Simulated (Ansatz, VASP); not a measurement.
# FeSi: VASP beside Ansatz

POSCAR

```
FeSi
1.0
    4.3131694497      0.0000000000      0.0000000000
    0.0000000000      4.3131694497      0.0000000000
    0.0000000000      0.0000000000      4.3131694497
Fe Si
4 4
Direct
    0.1366600336      0.1366600336      0.1366600336
    0.3633399664      0.8633399664      0.6366600336
    0.6366600336      0.3633399664      0.8633399664
    0.8633399664      0.6366600336      0.3633399664
    0.8411319744      0.8411319744      0.8411319744
    0.6588680256      0.1588680256      0.3411319744
    0.3411319744      0.6588680256      0.1588680256
    0.1588680256      0.3411319744      0.6588680256
```

The input INCAR.step1:

```
SYSTEM = FeSi
PREC = Accurate
ENCUT = 520
ISMEAR = 0
SIGMA = 0.01
LREAL = .False.
LASPH = .True.
NELM = 60
NBANDS = 34
GGA = PE
ALGO = Normal
EDIFF = 1E-4
LWAVE = .True.
LCHARG = .False.
```

Contents of INCAR.step2:

```
SYSTEM = FeSi
PREC = Accurate
ENCUT = 520
EDIFF = 1E-6
ISMEAR = 0
SIGMA = 0.01
LREAL = .False.
LASPH = .True.
NELM = 60
ALGO = Normal
ISIF = 2
LWAVE = .False.
LCHARG = .False.
METAGGA = R2SCAN
LMIXTAU = .True.
NBANDS = 34
ISTART = 1
```

Contents of KPOINTS:

```
regular mesh
0
Gamma
  6 6 6
  0 0 0
```

Input for Ansatz:

```yaml
crystal:
  lattice:
    - [4.3131694497, 0.0, 0.0]
    - [0.0, 4.3131694497, 0.0]
    - [0.0, 0.0, 4.3131694497]
  atoms:
    - { symbol: Fe, position: [0.1366600336, 0.1366600336, 0.1366600336] }
    - { symbol: Fe, position: [0.3633399664, 0.8633399664, 0.6366600336] }
    - { symbol: Fe, position: [0.6366600336, 0.3633399664, 0.8633399664] }
    - { symbol: Fe, position: [0.8633399664, 0.6366600336, 0.3633399664] }
    - { symbol: Si, position: [0.8411319744, 0.8411319744, 0.8411319744] }
    - { symbol: Si, position: [0.6588680256, 0.1588680256, 0.3411319744] }
    - { symbol: Si, position: [0.3411319744, 0.6588680256, 0.1588680256] }
    - { symbol: Si, position: [0.1588680256, 0.3411319744, 0.6588680256] }
kpoints:
  mp_grid: { grid: [6, 6, 6] }
hamiltonian:
  xc: r2scan
scf:
  occupations: { method: fixed }
  n_extra_bands: 6
output:
  forces: true
  stress: true
  eigenvalues: true
```

Alike in both runs: task single point; functional r2SCAN; k mesh 6 × 6 × 6; no spin polarisation.

|  | VASP | Ansatz |
| --- | --- | --- |
| version | VASP 6.6.1 | Ansatz 0.2.0 |
| potentials or method | VASP PAW PBE potentials, release 64 (Fe, Si) | plane waves, PAW |
| plane-wave cutoff (eV) | 520 | 500 |
| occupations | gaussian, width 0.01 eV | fixed |
| valence electrons in the cell | 48 | 80 |

```tsv
	VASP	Ansatz	Ansatz less VASP
gap on the k mesh at the Fermi level (eV)	0.34	0.35	+0.010
pressure (GPa)	18.8	18.1	-0.68
rms of the force components (eV/Å)	0.145	0.127	-0.0185
```

VASP's potentials were made for PBE, not for r2SCAN. Atom by atom the forces differ by 0.020 eV/Å (rms over components). VASP's potentials hold 48 valence electrons a cell and Ansatz's 80, so a difference there can come from the potentials and not from the codes.
